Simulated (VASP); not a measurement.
Sn:

```
CELL_PARAMETERS angstrom
-1.86905 1.86905 1.86905
1.86905 -1.86905 1.86905
1.86905 1.86905 -1.86905
ATOMIC_POSITIONS crystal
Sn 0.00000 0.00000 0.00000
```

Base run:

```yaml
Program: VASP 6.6.1
Functional: r2SCAN
Potentials_or_basis: VASP PAW PBE potentials, release 64 (Sn_d)
Cutoff: 520 eV
k_mesh: 10 × 10 × 10
Occupations: fermi-dirac, width 0.05 eV
Spin: no spin polarisation
```

Its results: band gap on the k mesh zero (band 7 reaches 17.37 eV, above the bottom of band 8 at 5.98 eV); pressure 1.3 GPa.

**Question.** The run is repeated on the same cell with these changes: functional from r2SCAN to LDA; potentials or basis from VASP PAW PBE potentials, release 64 (Sn_d) to VASP PAW LDA potentials, release 64 (Sn_d). What comes out?

**Answer.** Band gap on the k mesh zero (band 7 reaches 16.51 eV, above the bottom of band 8 at 5.93 eV); pressure -1.7 GPa.

Caveats: spin-orbit coupling is left out, which moves the levels of the heavy elements; the PAW data sets were made with another functional, which shifts forces and pressure a little (some runs).
